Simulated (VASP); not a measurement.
Runs of VASP 6.6.1 on Cr. The structure is that of space group Im-3m (No. 229), or close to it. The cells are those of the table. 

```tsv
cell	gap on the mesh (eV)	pressure (GPa)	moment (μB)
a = 2.922 Å, 2 atoms	none	-8.6	0.00
a = 2.894 Å, 2 atoms	none	-4.9	0.00
a = 2.958 Å, 2 atoms	none	-12.2	0.00
a = 2.866 Å, 2 atoms	none	(a)	0.00
```

Alike in all rows: task single point; level PBE; potentials or basis VASP PAW PBE potentials, release 64 (Cr_pv); spin collinear, antiferromagnetic start; k mesh 14 × 14 × 14; cutoff (eV) 520; smearing gaussian 0.1 eV.

**Question.** Estimate the missing entries.

**Answer.** (a) 0.0.

Caveats: the antiferromagnetic order is the one typed at the start, and another may lie lower; the cell stands under tension (at least some runs); an empty level that is flat over the whole mesh can mark a ghost state of the potentials, or a narrow d or f band (at least some runs).

A gap of «none» marks levels without a gap at the run's occupations.
